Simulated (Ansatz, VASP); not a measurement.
# SiO2 in VASP and in Ansatz

```
Si O
1.0
     4.45078    0.00000    0.00000
     0.00000    4.45078    0.00000
     0.00000    0.00000    2.82623
Si O
2 4
Direct
  0.50000 0.50000 0.50000
  0.00000 0.00000 0.00000
  0.69301 0.69301 0.00000
  0.19301 0.80699 0.50000
  0.30699 0.30699 0.00000
  0.80699 0.19301 0.50000
```

Alike in both runs: task single point; functional PBE; k mesh 6 × 6 × 10; occupations gaussian, width 0.05 eV; no spin polarisation.

```csv
,VASP,Ansatz
version,VASP 6.6.1,Ansatz 0.2.0
potentials or method,"VASP PAW PBE potentials, release 64 (Si, O), cutoff 520 eV","scalar-relativistic, plane waves, PAW"
valence electrons in the cell,32,32
```

```tsv
	VASP	Ansatz	Ansatz less VASP
gap on the k mesh at the Fermi level (eV)	2.67	2.69	+0.025
least direct gap on the mesh (eV)	2.67	2.69	+0.025
rms of the force components (eV/Å)	0.397	0.406	+0.0089
```

Atom by atom the forces differ by 0.009 eV/Å (rms over components). With one functional, cell and mesh, what is left measures potentials, basis and numerics.
